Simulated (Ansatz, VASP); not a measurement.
One calculation of MgS, two programs

```
Mg S
1.0
     0.00000    2.56485    2.56485
     2.56485    0.00000    2.56485
     2.56485    2.56485    0.00000
Mg S
1 1
Cartesian
  0.0000 0.0000 0.0000
  2.5648 2.5648 2.5648
```

Alike in both runs: functional LDA; k mesh 8 × 8 × 8; occupations gaussian, width 0.02 eV; no spin polarisation.

Ansatz relaxed the structure, and its values are those at the end. VASP's run is a single point on that final structure, the one shown.

```csv
,VASP,Ansatz
version,VASP 6.6.1,Ansatz 0.2.0
potentials or method,"VASP PAW LDA potentials, release 64 (Mg, S), cutoff 600 eV","scalar-relativistic, plane waves, PAW"
valence electrons in the cell,8,16
```

Ansatz gave:

```
gap on the k mesh at the Fermi level (eV) : 2.65
least direct gap on the mesh (eV)         : 3.82
pressure (GPa)                            : 0.0
```

Problem. Which values does VASP return?

Solution. gap on the k mesh at the Fermi level (eV): 2.65; least direct gap on the mesh (eV): 3.84; pressure (GPa): -0.6.

Ansatz warns that its potentials were made for another functional, while VASP's fit it. LDA's correlation is that of Perdew and Zunger in VASP and of Perdew and Wang (1992) in Ansatz. VASP's potentials hold 8 valence electrons a cell and Ansatz's 16, so a difference there can come from the potentials and not from the codes.
